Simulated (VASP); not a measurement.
# C8F in VASP: single point with PBE+D3(BJ)

Aim: the single point of C8F with PBE+D3(BJ).

Program: VASP 6.6.1. These are calculated values, not measurements. Logs are shortened: lines on timing, memory, paths and dates and some standing lists are left out, and cuts for length are marked.

## 1. The cell of the first run

The cell holds a slab with vacuum, 9 atoms: a = 2.465 Å, b = 2.465 Å, c = 29.108 Å, α = 90.00°, β = 90.00°, γ = 120.00°.

## 2. Single point, PBE+D3(BJ)

The input, INCAR:

```
  PREC = Accurate
  ENCUT = 910
  EDIFF = 1E-6
  ISMEAR = 0
  SIGMA = 0.1
  LREAL = False
  LASPH = True
  NELM = 120
  ALGO = Normal
  ISIF = 2
  LWAVE = False
  LCHARG = False
  LDIPOL = True
  IDIPOL = 3
  DIPOL = 0.5 0.5 0.491
  GGA = PE
  IVDW = 12
  NBANDS = 30
  GGA_COMPAT = False
  NELMDL = -8
```

The input, KPOINTS:

```
Automatic mesh
0
Gamma
  12 12 1
```

The input, POSCAR:

```
C8F
1.0
    2.4649796670      0.0000000000      0.0000000000
   -1.2324898335      2.1347350114      0.0000000000
    0.0000000000      0.0000000000     29.1076495408
C F
8 1
Direct
    0.0000000000      0.0000000000      0.2920194646
    0.6666666666      0.3333333333      0.2920194566
    0.0000000000      0.0000000000      0.4077696707
    0.3333333334      0.6666666667      0.4077696627
   -0.0351159115     -0.0702318230      0.5237265408
    0.6316284275      0.2632568550      0.5236274592
   -0.0453790091     -0.0907580182      0.6339396961
    0.2879385443      0.5758770886      0.6448801664
    0.2879558842      0.5759117683      0.6956629951
```

Potentials or basis: VASP PAW PBE potentials, release 64 (C_h, F_h).

Started as:

```
> cat potpaw_PBE.64/C_h/POTCAR potpaw_PBE.64/F_h/POTCAR > POTCAR
> mpirun -np 1 vasp_std > vasp.out
```

OUTCAR:

```text
PREC = Accurate
   ENCUT = 910
   EDIFF = 1E-6
   ISMEAR = 0
   LREAL = False
   LASPH = True
   NELM = 120
   ISIF = 2
   GGA = PE
   IVDW = 12
   NELMDL = -8
 IVDW          = 12

 ion  position               nearest neighbor table
   1  0.000  0.000  0.292-   2 1.42   2 1.42   2 1.42
   2  0.667  0.333  0.292-   1 1.42   1 1.42   1 1.42
   3  0.000  0.000  0.408-   4 1.42   4 1.42   4 1.42
   4  0.333  0.667  0.408-   3 1.42   3 1.42   3 1.42
   5  0.965  0.930  0.524-   6 1.42   6 1.42   6 1.42
   6  0.632  0.263  0.524-   5 1.42   5 1.42   5 1.42
   7  0.955  0.909  0.634-   8 1.46   8 1.46   8 1.46
   8  0.288  0.576  0.645-   7 1.46   7 1.46   7 1.46   9 1.48
   9  0.288  0.576  0.696-   8 1.48

  LATTYP: Found a hexagonal cell.
 ALAT       =     2.4649796670
 C/A-ratio  =    11.8084745000

  Lattice vectors:

 A1 = (   2.4649796670,   0.0000000000,   0.0000000000)
 A2 = (  -1.2324898335,   2.1347350114,   0.0000000000)
 A3 = (   0.0000000000,   0.0000000000,  29.1076495408)

Analysis of symmetry for initial positions (statically):
=====================================================================
 Subroutine PRICEL returns:
 Original cell was already a primitive cell.

 Routine SETGRP: Setting up the symmetry group for a
 hexagonal supercell.

 Subroutine GETGRP returns: Found  2 space group operations
 (whereof  2 operations were pure point group operations)
 out of a pool of 24 trial point group operations.

The static configuration has the point symmetry C_1h.

Analysis of symmetry for dynamics (positions and initial velocities):
=====================================================================
 Subroutine PRICEL returns:
 Original cell was already a primitive cell.

 Routine SETGRP: Setting up the symmetry group for a
 hexagonal supercell.

 Subroutine GETGRP returns: Found  2 space group operations
 (whereof  2 operations were pure point group operations)
 out of a pool of 24 trial point group operations.

The dynamic configuration has the point symmetry C_1h.

 Subroutine INISYM returns: Found  2 space group operations
 (whereof  2 operations are pure point group operations),
 and found     1 'primitive' translations

----------------------------------------------------------------------------------------

                                     Primitive cell

  volume of cell :     153.1667

  direct lattice vectors                    reciprocal lattice vectors
     2.464979667  0.000000000  0.000000000     0.405682860  0.234221108  0.000000000
    -1.232489834  2.134735011  0.000000000     0.000000000  0.468442216  0.000000000
     0.000000000  0.000000000 29.107649541     0.000000000  0.000000000  0.034355230

  length of vectors
     2.464979667  2.464979667 29.107649541     0.468442216  0.468442216  0.034355230

  position of ions in fractional coordinates (direct lattice)
     0.000000000  0.000000000  0.292019465
     0.666666667  0.333333333  0.292019457
     0.000000000  0.000000000  0.407769671
     0.333333333  0.666666667  0.407769663
     0.964884088  0.929768177  0.523726541
     0.631628427  0.263256855  0.523627459
     0.954620991  0.909241982  0.633939696
     0.287938544  0.575877089  0.644880166
     0.287955884  0.575911768  0.695662995

  ion indices of the primitive-cell ions
   primitive index   ion index
                 1           1
                 2           2
                 3           3
                 4           4
                 5           5
                 6           6
                 7           7
                 8           8
                 9           9

----------------------------------------------------------------------------------------

 KPOINTS: Automatic mesh

Automatic generation of k-mesh.
 Grid dimensions read from file:
 generate k-points for:   12   12    1

 Generating k-lattice:

  Cartesian coordinates                     Fractional coordinates (reciprocal lattice)
     0.033806905  0.019518426  0.000000000     0.083333333 -0.000000000  0.000000000
     0.000000000  0.039036851  0.000000000     0.000000000  0.083333333  0.000000000
     0.000000000  0.000000000  0.034355230     0.000000000  0.000000000  1.000000000

  Length of vectors
     0.039036851  0.039036851  0.034355230

  Shift w.r.t. Gamma in fractional coordinates (k-lattice)
     0.000000000  0.000000000  0.000000000

 Subroutine IBZKPT returns following result:
 ===========================================

 Found     43 irreducible k-points:

 Following reciprocal coordinates:
            Coordinates               Weight
  0.000000  0.000000  0.000000      1.000000
  0.083333 -0.000000  0.000000      4.000000
  0.000000  0.083333  0.000000      2.000000
  0.166667 -0.000000  0.000000      4.000000
  0.000000  0.166667  0.000000      2.000000
  0.250000 -0.000000  0.000000      4.000000
[... 16 lines left out ...]
 -0.083333  0.416667  0.000000      4.000000
 -0.416667  0.333333  0.000000      4.000000
 [... further k-points ...]
   k-points           NKPTS =     43   k-points in BZ     NKDIM =     43   number of bands    NBANDS=     30
   number of dos      NEDOS =    301   number of ions     NIONS =      9
   total plane-waves  NPLWV = 165888
   dimension x,y,z NGX =    24 NGY =   24 NGZ =  288
   dimension x,y,z NGXF=    48 NGYF=   48 NGZF=  576
   ions per type =               8   1
   NGX,Y,Z   is equivalent  to a cutoff of  16.19, 16.19, 16.45 a.u.
   NGXF,Y,Z  is equivalent  to a cutoff of  32.37, 32.37, 32.90 a.u.
 SYSTEM =  unknown system
   PREC   = accura    normal or accurate (medium, high low for compatibility)
   ISTART =      0    job   : 0-new  1-cont  2-samecut
   ICHARG =      2    charge: 1-file 2-atom 10-const
   ISPIN  =      1    spin polarized calculation?
   LNONCOLLINEAR =      F non collinear calculations
   LSORBIT =      F    spin-orbit coupling
   LASPH  =      T    aspherical Exc in radial PAW
   ENCUT  =  910.0 eV  66.88 Ry    8.18 a.u.   6.06  6.06 71.60*2*pi/ulx,y,z
   NELM   =    120;   NELMIN=  2; NELMDL= -8     # of ELM steps
   EDIFF  = 0.1E-05   stopping-criterion for ELM
   LREAL  =      F    real-space projection
   EDIFFG = 0.1E-04   stopping-criterion for IOM
   NSW    =      0    number of steps for IOM
   IBRION =     -1    ionic relax: 0-MD 1-quasi-New 2-CG
   NFREE  =      0    steps in history (QN), initial steepest desc. (CG)
   ISIF   =      2    stress and relaxation
   ISYM   =      2    0-nonsym 1-usesym 2-fastsym
   POTIM  = 0.5000    time-step for ionic-motion
   TEBEG  =    0.0;   TEEND  =   0.0 temperature during run
   PSTRESS=    0.0 pullay stress
   NELECT =      39.0000    total number of electrons
   NUPDOWN=      -1.0000    fix difference up-down
   EMIN   =  10.00;   EMAX   =-10.00  energy-range for DOS
   EFERMI =   0.00;   METHOD = LEGACY
   ISMEAR =     0;   SIGMA  =   0.10  broadening in eV -4-tet -1-fermi 0-gaus
   EFERMI_NEDOS =   21; number of points for ismear=-14 and -15
   IALGO  =     38    algorithm
   IMIX   =      4    mixing-type and parameters
     AMIX     =   0.40;   BMIX     =  1.00
     AMIX_MAG =   1.60;   BMIX_MAG =  1.00
  volume/ion in A,a.u.               =      17.02       114.85
  Fermi-wavevector in a.u.,A,eV,Ry     =   1.037628  1.960832 14.649001  1.076671
  Thomas-Fermi vector in A             =   2.172074
   LORBIT       =      0    0 simple, 1 ext, 2 COOP (PROOUT), +10 PAW based schemes
   GGA     = PE    functional components
   LHFCALC =     F    Hartree Fock is set to
   AEXX    =    0.0000 exact exchange contribution
   IVDW    =    12    specifies the selected vdW correction
   LEPSILON=     F    determine dielectric tensor
   LRPA    =     F    only Hartree local field effects (RPA)
 non-spin polarized calculation
 Gauss-broadening in eV      SIGMA  =   0.10
  energy-cutoff  :      910.00
  volume of cell :      153.17
 maximum number of plane-waves:      9654
   NGX = 13   NGY = 13   NGZ =143

 dipolmoment           0.000000      0.000000     -0.154962 electrons x Angstroem

 number of electron      39.0000000 magnetization

 dipolmoment           0.000000      0.000000      0.120266 electrons x Angstroem

 Free energy of the ion-electron system (eV)
  ---------------------------------------------------
  ext. energy  EPLUGINS =         0.00000000
  ---------------------------------------------------
  free energy    TOTEN  =       -75.19510743 eV

  energy without entropy =      -75.18247725  energy(sigma->0) =      -75.18879234

 E-fermi :  -0.6201     XC(G=0):  -5.6352

 val. band max:       -0.6691972648   @ k =   0.3333   0.3333   0.0000
 cond. band min:      -0.6064176817   @ k =   0.3333   0.3333   0.0000
 fundamental gap:      0.0627795832
 Fermi energy:        -0.6201106195

 k-point     1 :       0.0000    0.0000    0.0000
  band No.  band energies     occupation
      1     -25.0549      2.00000
      2     -20.2345      2.00000
      3     -20.1337      2.00000
      4     -20.0298      2.00000
      5     -18.9910      2.00000
      6      -9.1545      2.00000
[... 22 lines left out ...]
     29       7.7317      0.00000
     30       7.7361      0.00000

 k-point     2 :       0.0833   -0.0000    0.0000
  band No.  band energies     occupation
      1     -24.9703      2.00000
      2     -20.0693      2.00000
      3     -19.9696      2.00000
      4     -19.8667      2.00000
      5     -18.8540      2.00000
      6      -9.0064      2.00000
[... 718 lines left out ...]
 k-point    24 :      -0.4167    0.3333    0.0000
  band No.  band energies     occupation
      1     -23.8305      2.00000
      2     -16.8437      2.00000
      3     -16.7641      2.00000
      4     -16.6812      2.00000
      5     -16.1319      2.00000
      6     -11.2917      2.00000
[... 22 lines left out ...]
     29       8.1726      0.00000
     30       8.7638      0.00000

 [... further k-points ...]

------------------------ aborting loop because EDIFF is reached ----------------------------------------

 vacuum level on the upper side and lower side of the slab       (xc-potential included)         1.753        -2.327

 Edisp (eV)   -1.16185

 E8    (eV) :    -0.3343

  FORCE on cell =-STRESS in cart. coord.  units (eV):
  Direction    XX          YY          ZZ          XY          YZ          ZX
  --------------------------------------------------------------------------------------
  -------------------------------------------------------------------------------------
  Total       3.72710     3.68208    -0.09262     0.00000    -0.00072     0.00000
  in kB      38.98679    38.51579    -0.96888     0.00000    -0.00757     0.00000
  external pressure =       25.51 kB  Pullay stress =        0.00 kB

 VOLUME and BASIS-vectors are now :
 -----------------------------------------------------------------------------
  energy-cutoff  :      910.00
  volume of cell :      153.17
      direct lattice vectors                 reciprocal lattice vectors
     2.464979667  0.000000000  0.000000000     0.405682860  0.234221108  0.000000000
    -1.232489834  2.134735011  0.000000000     0.000000000  0.468442216  0.000000000
     0.000000000  0.000000000 29.107649541     0.000000000  0.000000000  0.034355230

 POSITION                                       TOTAL-FORCE (eV/Angst)
 -----------------------------------------------------------------------------------
      0.00000      0.00000      8.50000         0.000000      0.000525      0.010412
      1.23249      0.71158      8.50000         0.000000      0.000649     -0.012303
      0.00000      0.00000     11.86922         0.000000      0.004682     -0.006064
      0.00000      1.42316     11.86922         0.000000     -0.004877      0.003934
      1.23249      1.98481     15.24445         0.000000      0.002953      0.001710
      1.23249      0.56198     15.24156         0.000000     -0.004310      0.000298
      1.23249      1.94099     18.45249         0.000000     -0.002630     -0.021634
     -0.00000      1.22934     18.77095        -0.000000      0.004931     -0.034175
      0.00000      1.22942     20.24911        -0.000000     -0.001923      0.057821
 -----------------------------------------------------------------------------------
    total drift:                               -0.000002     -0.001249      0.000751

  FREE ENERGIE OF THE ION-ELECTRON SYSTEM (eV)
  ---------------------------------------------------
  free  energy   TOTEN  =       -76.3569546317 eV

  energy  without entropy=      -76.3443244487  energy(sigma->0) =      -76.35063954

 vacuum level on the upper side and lower side of the slab         7.550         3.417
```

It took 11 min on 1 thread of Intel Xeon Platinum 8259CL at 2.50GHz (Skylake/Cascade Lake), shared host; peak memory 0.63 GiB.

Results:

```yaml
Free_energy: -76.3570 eV
Largest_force: 0.058 eV/Å
Band_gap_on_the_k_mesh: zero (an odd number of electrons rules out a gap without spin polarisation)
Dispersion_energy_per_atom: -0.129 eV
```

Forces in eV/Å, atoms in the order of the input:
```
C    0.000  0.001  0.010
C    0.000  0.001 -0.012
C    0.000  0.005 -0.006
C    0.000 -0.005  0.004
C    0.000  0.003  0.002
C    0.000 -0.004  0.000
C    0.000 -0.003 -0.022
C    0.000  0.005 -0.034
F    0.000 -0.002  0.058
```

Caveat: the cutoff is under 1.25 times the usual one of these potentials, so pressure, stress and relaxed cells hold a basis-set (Pulay) error; an odd number of electrons without spin polarisation forces a metal; a magnetic or distorted state may lie lower.
